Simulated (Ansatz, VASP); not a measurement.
Al in VASP and in Ansatz

INCAR

```
SYSTEM = Al
ALGO = Fast ; EDIFF = 1E-6
ENCUT = 520 ; GGA = PS
ISIF = 2 ; ISMEAR = 0
LASPH = .True. ; LCHARG = .False.
LREAL = .False. ; LWAVE = .False.
NBANDS = 10 ; NELM = 80
PREC = Accurate ; SIGMA = 0.15
```

File KPOINTS:

```
k-points
0
Gamma
  18 18 10
  0 0 0
```

File POSCAR:

```
Al
1.0
    2.9295000000      0.0000000000      0.0000000000
   -1.4647500000      2.5370214204      0.0000000000
    0.0000000000      0.0000000000      4.4899000000
Al
2
Direct
    0.6666666667      0.3333333333      0.7500000000
    0.3333333333      0.6666666667      0.2500000000
```

Input for Ansatz:

```yaml
crystal:
  lattice:
    - [2.9295, 0.0, 0.0]
    - [-1.46475, 2.5370214204, 0.0]
    - [0.0, 0.0, 4.4899]
  atoms:
    - { symbol: Al, position: [0.6666666667, 0.3333333333, 0.75] }
    - { symbol: Al, position: [0.3333333333, 0.6666666667, 0.25] }
basis:
  ecutwfc: 420
kpoints:
  mp_grid: { grid: [18, 18, 10] }
hamiltonian:
  xc: pbesol
  pseudopotentials: { kind: paw, azcp: { folder: soft_1 } }
scf:
  occupations: { method: gaussian, width: 0.15 }
output:
  forces: true
  stress: true
  eigenvalues: true
```

Alike in both runs: task single point; functional PBEsol; k mesh 18 × 18 × 10; occupations gaussian, width 0.15 eV; no spin polarisation.

|  | VASP | Ansatz |
| --- | --- | --- |
| version | VASP 6.6.1 | Ansatz 0.2.0 |
| potentials or method | VASP PAW PBE potentials, release 64 (Al), cutoff 520 eV | scalar-relativistic, plane waves, PAW |
| valence electrons in the cell | 6 | 6 |

|  | VASP | Ansatz | Ansatz less VASP |
| --- | --- | --- | --- |
| gap on the k mesh at the Fermi level (eV) | none | none | - |
| pressure (GPa) | -1.3 | -1.3 | -0.07 |
| traceless stress, the component that is largest in VASP (GPa) | 3.08 | 3.05 | -0.025 |

VASP's potentials were made for PBE, not for PBEsol, and Ansatz warns of the same on its side. A gap of «none» marks a metal or a gap that the smearing closes. With one functional, cell and mesh, what is left measures potentials, basis and numerics.
